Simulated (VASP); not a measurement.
C, 2 atoms in the cell. The structure is trigonal, space group R-3m (No. 166). Conventional cell: a = 2.113 Å, b = 2.113 Å, c = 8.800 Å, α = 90.00°, β = 90.00°, γ = 120.00°. Within 1.9 Å of C (site symmetry 3m) lie 3 C at 1.42 Å.  This cell differs from its parent crystal: ratio of the length along [111] to the lengths across it x 1.7, volume and fractional coordinates fixed.

```yaml
Program: VASP 6.6.1
Task: single point
Functional: LDA
Potentials_or_basis: VASP PAW LDA potentials, release 64 (C)
Cutoff: 520 eV
k_mesh: 12 × 12 × 12
Occupations: gaussian, width 0.05 eV
Spin: no spin polarisation
Dipole_correction: no
Further_INCAR_settings: ALGO = Normal; EDIFF = 1e-06; NBANDS = 11
```

Potentials or basis: VASP PAW LDA potentials, release 64 (C).

The run is started by

```console
$ cat potpaw_LDA.64/C/POTCAR > POTCAR
$ mpirun -np 1 vasp_std > vasp.out
```

Hardware: 1 thread of Intel(R) Xeon(R) 6975P-C (Granite Rapids) (shared host).

**Question.** Estimate the wall time of this run.

**Answer.** Run time: 11 s on 1 thread of Intel(R) Xeon(R) 6975P-C (Granite Rapids), with other jobs on the host, peak memory 0.13 GiB. Counts: scf iterations 11, k points 189.
